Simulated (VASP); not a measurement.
A run of VASP 6.6.1:

File INCAR:

```
PREC = Accurate
ENCUT = 600
EDIFF = 1E-6
ISMEAR = 0
SIGMA = 0.1
LREAL = F
LASPH = T
NELM = 80
ALGO = Normal
ISIF = 3
LWAVE = F
LCHARG = F
GGA = PE
IBRION = 2
NSW = 90
EDIFFG = -0.04
```

KPOINTS

```
Automatic mesh
0
Gamma
  6 6 6
```

The input POSCAR:

```
GaAs
1.0
    4.3007085000      0.0000000000      0.0000000000
   -2.1503542500      3.7245228100      0.0000000000
    0.0000000000      0.0000000000      2.9408139400
Ga As
1 1
Direct
    0.0000000000      0.0000000000      0.8769546000
    0.0000000000      0.0000000000      0.3836484700
```

Potentials or basis: VASP PAW PBE potentials, release 64 (Ga_d, As).

Run with:

```console
$ cat potpaw_PBE.64/Ga_d/POTCAR potpaw_PBE.64/As/POTCAR > POTCAR
$ mpirun -np 1 vasp_std > vasp.out
```

Hardware: 1 thread of Intel Xeon 8259CL, on a shared host.

Question: How long does it take, and how much memory?

Answer: It took 12 min on 1 thread of Intel Xeon 8259CL (shared host), peak memory 0.21 GiB. Counts: scf iterations 295, k points 28, ion steps 30.
